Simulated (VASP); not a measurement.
# AlC (P4/nmm) in VASP: a series of runs

The runs below take AlC through single point, relaxation of cell and atoms, with PBE.

All numbers are computed with VASP 6.6.1; they aren't measurements. Logs are shortened: lines on timing, memory, paths and dates and some standing lists are left out, and cuts for length are marked.

## Step 1: The cell of the first run

Symmetry: P4/nmm, No. 129, tetragonal system. The conventional cell has a = 2.718 Å, b = 2.718 Å, c = 7.613 Å, α = 90.00°, β = 90.00°, γ = 90.00°. Al (site symmetry 4mm) has 8 Al at 2.62 to 2.72 Å and 4 C at 2.74 Å within 3.5 Å. Within 3.9 Å of C (site symmetry 4mm) lie 12 C at 2.72 to 3.84 Å and 6 Al at 2.74 to 3.88 Å.

The cell was built from a structure type or drawn by symmetry, and may not be a known phase.

## Step 2: Single point, PBE

Contents of INCAR:

```
SYSTEM = AlC
PREC     = Accurate       ! precision mode
ENCUT    = 600            ! plane-wave cutoff, eV
EDIFF    = 1E-6           ! SCF threshold, eV
ISMEAR   = 0              ! smearing method
SIGMA    = 0.1            ! smearing width, eV
LREAL    = .False.        ! projectors in reciprocal space
LASPH    = .True.         ! aspherical terms in the spheres
NELM     = 120            ! most SCF steps
ALGO     = Normal         ! electronic algorithm
ISIF     = 2              ! what is computed and relaxed
LWAVE    = .False.        ! write WAVECAR
LCHARG   = .False.        ! write CHGCAR
GGA      = PE             ! functional
NBANDS   = 15             ! bands
GGA_COMPAT= .False.
```

Contents of KPOINTS:

```
Automatic mesh
0
Gamma
  6 6 2
  0 0 0
```

Contents of POSCAR:

```
AlC
1.0
    2.7181084100      0.0000000000      0.0000000000
    0.0000000000      2.7181084100      0.0000000000
    0.0000000000      0.0000000000      7.6126025500
Al C
2 2
Direct
    0.0000000000      0.5000000000      0.8834880000
    0.5000000000      0.0000000000      0.1165120000
    0.0000000000      0.5000000000      0.3732514100
    0.5000000000      0.0000000000      0.6267485900
```

Potentials or basis: VASP PAW PBE potentials, release 64 (Al, C).

Command:

```
> cat potpaw_PBE.64/Al/POTCAR potpaw_PBE.64/C/POTCAR > POTCAR
> mpirun -np 1 vasp_std > vasp.out
```

OUTCAR:

```text
SYSTEM = AlC
   PREC = Accurate
   ENCUT = 600
   EDIFF = 1E-6
   ISMEAR = 0
   LREAL = .False.
   LASPH = .True.
   NELM = 120
   ISIF = 2
   GGA = PE

 ion  position               nearest neighbor table
   1  0.000  0.500  0.883-   2 2.62   2 2.62   2 2.62   2 2.62
   2  0.500  0.000  0.117-   1 2.62   1 2.62   1 2.62   1 2.62
   3  0.000  0.500  0.373-
   4  0.500  0.000  0.627-

  LATTYP: Found a simple tetragonal cell.
 ALAT       =     2.7181084100
 C/A-ratio  =     2.8006986484

  Lattice vectors:

 A1 = (   2.7181084100,   0.0000000000,   0.0000000000)
 A2 = (   0.0000000000,   2.7181084100,   0.0000000000)
 A3 = (   0.0000000000,   0.0000000000,   7.6126025500)

Analysis of symmetry for initial positions (statically):
=====================================================================
 Subroutine PRICEL returns:
 Original cell was already a primitive cell.

 Routine SETGRP: Setting up the symmetry group for a
 simple tetragonal supercell.

 Subroutine GETGRP returns: Found 16 space group operations
 (whereof  8 operations were pure point group operations)
 out of a pool of 16 trial point group operations.

The static configuration has the point symmetry D_2d.
 The point group associated with its full space group is D_4h.

Analysis of symmetry for dynamics (positions and initial velocities):
=====================================================================
 Subroutine PRICEL returns:
 Original cell was already a primitive cell.

 Routine SETGRP: Setting up the symmetry group for a
 simple tetragonal supercell.

 Subroutine GETGRP returns: Found 16 space group operations
 (whereof  8 operations were pure point group operations)
 out of a pool of 16 trial point group operations.

The dynamic configuration has the point symmetry D_2d.
 The point group associated with its full space group is D_4h.

 Subroutine INISYM returns: Found 16 space group operations
 (whereof  8 operations are pure point group operations),
 and found     1 'primitive' translations

----------------------------------------------------------------------------------------

                                     Primitive cell

  volume of cell :      56.2428

  direct lattice vectors                    reciprocal lattice vectors
     2.718108410  0.000000000  0.000000000     0.367902912  0.000000000  0.000000000
     0.000000000  2.718108410  0.000000000     0.000000000  0.367902912  0.000000000
     0.000000000  0.000000000  7.612602550     0.000000000  0.000000000  0.131361120

  length of vectors
     2.718108410  2.718108410  7.612602550     0.367902912  0.367902912  0.131361120

  position of ions in fractional coordinates (direct lattice)
     0.000000000  0.500000000  0.883488000
     0.500000000  0.000000000  0.116512000
     0.000000000  0.500000000  0.373251410
     0.500000000  0.000000000  0.626748590

  ion indices of the primitive-cell ions
   primitive index   ion index
                 1           1
                 2           2
                 3           3
                 4           4

----------------------------------------------------------------------------------------

 KPOINTS: Automatic mesh

Automatic generation of k-mesh.
 Grid dimensions read from file:
 generate k-points for:    6    6    2

 Generating k-lattice:

  Cartesian coordinates                     Fractional coordinates (reciprocal lattice)
     0.061317152  0.000000000  0.000000000     0.166666667  0.000000000  0.000000000
     0.000000000  0.061317152  0.000000000     0.000000000  0.166666667  0.000000000
     0.000000000  0.000000000  0.065680560     0.000000000  0.000000000  0.500000000

  Length of vectors
     0.061317152  0.061317152  0.065680560

  Shift w.r.t. Gamma in fractional coordinates (k-lattice)
     0.000000000  0.000000000  0.000000000

 Subroutine IBZKPT returns following result:
 ===========================================

 Found     20 irreducible k-points:

 Following reciprocal coordinates:
            Coordinates               Weight
  0.000000  0.000000  0.000000      1.000000
  0.166667  0.000000  0.000000      4.000000
  0.333333  0.000000  0.000000      4.000000
  0.500000  0.000000  0.000000      2.000000
  0.166667  0.166667  0.000000      4.000000
  0.333333  0.166667  0.000000      8.000000
[... 12 lines left out ...]
  0.500000  0.333333  0.500000      4.000000
  0.500000  0.500000  0.500000      1.000000
   k-points           NKPTS =     20   k-points in BZ     NKDIM =     20   number of bands    NBANDS=     15
   number of dos      NEDOS =    301   number of ions     NIONS =      4
   total plane-waves  NPLWV =  36864
   dimension x,y,z NGX =    24 NGY =   24 NGZ =   64
   dimension x,y,z NGXF=    48 NGYF=   48 NGZF=  128
   ions per type =               2   2
   NGX,Y,Z   is equivalent  to a cutoff of  14.68, 14.68, 13.98 a.u.
   NGXF,Y,Z  is equivalent  to a cutoff of  29.36, 29.36, 27.95 a.u.
 SYSTEM =  AlC
   PREC   = accura    normal or accurate (medium, high low for compatibility)
   ISTART =      0    job   : 0-new  1-cont  2-samecut
   ICHARG =      2    charge: 1-file 2-atom 10-const
   ISPIN  =      1    spin polarized calculation?
   LNONCOLLINEAR =      F non collinear calculations
   LSORBIT =      F    spin-orbit coupling
   LASPH  =      T    aspherical Exc in radial PAW
   ENCUT  =  600.0 eV  44.10 Ry    6.64 a.u.   5.43  5.43 15.20*2*pi/ulx,y,z
   NELM   =    120;   NELMIN=  2; NELMDL= -5     # of ELM steps
   EDIFF  = 0.1E-05   stopping-criterion for ELM
   LREAL  =      F    real-space projection
   EDIFFG = 0.1E-04   stopping-criterion for IOM
   NSW    =      0    number of steps for IOM
   IBRION =     -1    ionic relax: 0-MD 1-quasi-New 2-CG
   NFREE  =      0    steps in history (QN), initial steepest desc. (CG)
   ISIF   =      2    stress and relaxation
   ISYM   =      2    0-nonsym 1-usesym 2-fastsym
   POTIM  = 0.5000    time-step for ionic-motion
   TEBEG  =    0.0;   TEEND  =   0.0 temperature during run
   PSTRESS=    0.0 pullay stress
   NELECT =      14.0000    total number of electrons
   NUPDOWN=      -1.0000    fix difference up-down
   EMIN   =  10.00;   EMAX   =-10.00  energy-range for DOS
   EFERMI =   0.00;   METHOD = LEGACY
   ISMEAR =     0;   SIGMA  =   0.10  broadening in eV -4-tet -1-fermi 0-gaus
   EFERMI_NEDOS =   21; number of points for ismear=-14 and -15
   IALGO  =     38    algorithm
   IMIX   =      4    mixing-type and parameters
     AMIX     =   0.40;   BMIX     =  1.00
     AMIX_MAG =   1.60;   BMIX_MAG =  1.00
  volume/ion in A,a.u.               =      14.06        94.89
  Fermi-wavevector in a.u.,A,eV,Ry     =   1.029821  1.946080 14.429417  1.060532
  Thomas-Fermi vector in A             =   2.163888
   LORBIT       =      0    0 simple, 1 ext, 2 COOP (PROOUT), +10 PAW based schemes
   GGA     = PE    functional components
   LHFCALC =     F    Hartree Fock is set to
   AEXX    =    0.0000 exact exchange contribution
   IVDW    =     0    specifies the selected vdW correction
   LEPSILON=     F    determine dielectric tensor
   LRPA    =     F    only Hartree local field effects (RPA)
 non-spin polarized calculation
 Gauss-broadening in eV      SIGMA  =   0.10
  energy-cutoff  :      600.00
  volume of cell :       56.24
 maximum number of plane-waves:      1898
 NGX is ok and might be reduce to    24
   NGX = 11   NGY = 11   NGZ = 31

 number of electron      14.0000000 magnetization

 Free energy of the ion-electron system (eV)
  ---------------------------------------------------
  ext. energy  EPLUGINS =         0.00000000
  ---------------------------------------------------
  free energy    TOTEN  =       -15.74096563 eV

  energy without entropy =      -15.72194909  energy(sigma->0) =      -15.73145736

 E-fermi :   5.4176     XC(G=0): -10.2516

 val. band max:        5.3636514876   @ k =   0.5000   0.3333   0.5000
 cond. band min:       5.4191278651   @ k =   0.3333   0.1667   0.0000
 fundamental gap:      0.0554763775
 Fermi energy:         5.4176052307

 k-point     1 :       0.0000    0.0000    0.0000
  band No.  band energies     occupation
      1      -6.9787      2.00000
      2      -5.0464      2.00000
      3      -4.5687      2.00000
      4       1.9022      2.00000
      5       2.3619      2.00000
      6       7.2315      0.00000
      7       7.2315      0.00000
      8       8.3466      0.00000
      9       8.3466      0.00000
     10       8.6108      0.00000
     11      10.6509      0.00000
     12      11.8491      0.00000
     13      13.0501      0.00000
     14      13.0501      0.00000
     15      13.9804      0.00000

 k-point     2 :       0.1667    0.0000    0.0000
  band No.  band energies     occupation
      1      -6.5168      2.00000
      2      -4.6494      2.00000
      3      -4.0712      2.00000
      4       2.1279      2.00000
      5       2.7677      2.00000
      6       5.4562      0.58567
      7       6.4991      0.00000
      8       7.4522      0.00000
      9       7.9303      0.00000
     10       8.4524      0.00000
     11       8.7626      0.00000
     12      11.1927      0.00000
     13      13.4991      0.00000
     14      13.5019      0.00000
     15      13.8467      0.00000
[... 293 lines left out ...]
      3       1.2545      2.00000
      4       1.2545      2.00000
      5       3.1929      2.00000
      6       3.1929      2.00000
      7       5.1267      1.99996
      8       5.1267      1.99996
      9       5.3637      1.55455
     10       5.3637      1.55455
     11       8.3233      0.00000
     12       8.3233      0.00000
     13       8.9576      0.00000
     14       8.9576      0.00000
     15      11.7654      0.00000

 k-point    20 :       0.5000    0.5000    0.5000
  band No.  band energies     occupation
      1      -1.5427      2.00000
      2      -1.5427      2.00000
      3       2.6999      2.00000
      4       2.6999      2.00000
      5       2.8471      2.00000
      6       2.8471      2.00000
      7       4.6685      2.00000
      8       4.6685      2.00000
      9       5.4219      0.95105
     10       5.4219      0.95105
     11       7.0134      0.00000
     12       7.0134      0.00000
     13       9.1214      0.00000
     14       9.1214      0.00000
     15       9.5785      0.00000

------------------------ aborting loop because EDIFF is reached ----------------------------------------

  FORCE on cell =-STRESS in cart. coord.  units (eV):
  Direction    XX          YY          ZZ          XY          YZ          ZX
  --------------------------------------------------------------------------------------
  -------------------------------------------------------------------------------------
  Total       -2.6292546     -2.6292546     -5.9238587      0.0000000      0.0000000     -0.0000000
  in kB      -74.8990869    -74.8990869   -168.7518610      0.0000000      0.0000000     -0.0000000
  external PRESSURE =    -106.1833449 kB  Pullay stress =       0.0000000 kB

 VOLUME and BASIS-vectors are now :
 -----------------------------------------------------------------------------
  energy-cutoff  :      600.00
  volume of cell :       56.24
      direct lattice vectors                 reciprocal lattice vectors
     2.718108410  0.000000000  0.000000000     0.367902912  0.000000000  0.000000000
     0.000000000  2.718108410  0.000000000     0.000000000  0.367902912  0.000000000
     0.000000000  0.000000000  7.612602550     0.000000000  0.000000000  0.131361120

 POSITION                                       TOTAL-FORCE (eV/Angst)
 -----------------------------------------------------------------------------------
      0.00000      1.35905      6.72564         0.000000     -0.000000     -2.698203
      1.35905      0.00000      0.88696         0.000000     -0.000000      2.698203
      0.00000      1.35905      2.84141        -0.000000      0.000000     -0.592256
      1.35905      0.00000      4.77119         0.000000      0.000000      0.592256
 -----------------------------------------------------------------------------------
    total drift:                                0.000000      0.000000     -0.000000

  FREE ENERGIE OF THE ION-ELECTRON SYSTEM (eV)
  ---------------------------------------------------
  free  energy   TOTEN  =       -15.7409656276 eV

  energy  without entropy=      -15.7219490883  energy(sigma->0) =      -15.73145736
```

It took 27 s on 1 thread of Intel Xeon 8259CL, shared host; peak memory 0.18 GiB.

Results:

```
Free energy            : -15.7410 eV
Pressure               : -10.6 GPa
Largest force          : 2.698 eV/Å
Band gap on the k mesh : zero (bands 7 and 8 overlap by 3.28 eV)
```

Forces on the atoms (eV/Å):
```
Al   0.000  0.000 -2.698
Al   0.000  0.000  2.698
C    0.000  0.000 -0.592
C    0.000  0.000  0.592
```

Levels at points of the mesh, in eV from the Fermi level:
```tsv
k point	band 4	band 5	band 6	band 7	band 8	band 9	band 10	band 11
(0.00, 0.00, 0.00)	-3.52	-3.06	1.81	1.81	2.93	2.93	3.19	5.23
(0.50, 0.00, 0.00)	-5.71	-4.31	-4.31	0.38	0.38	1.85	1.85	3.07
(0.50, 0.50, 0.00)	-3.15	-1.26	-1.26	-1.22	-1.22	-0.58	-0.58	1.12
(0.00, 0.00, 0.50)	-5.77	0.17	0.91	1.83	1.83	2.90	2.90	6.22
(0.50, 0.00, 0.50)	-6.12	-3.18	-3.18	-1.46	-1.46	3.07	3.07	3.54
(0.50, 0.50, 0.50)	-2.72	-2.57	-2.57	-0.75	-0.75	0.00	0.00	1.60
```

Caveat: the k points lie up to 0.41 Å⁻¹ apart, too coarse for converged energies and pressures of a metal; forces of over 1 eV/Å act on the atoms, so gaps and moduli don't describe the material at rest.

[end of part 1 of 2]
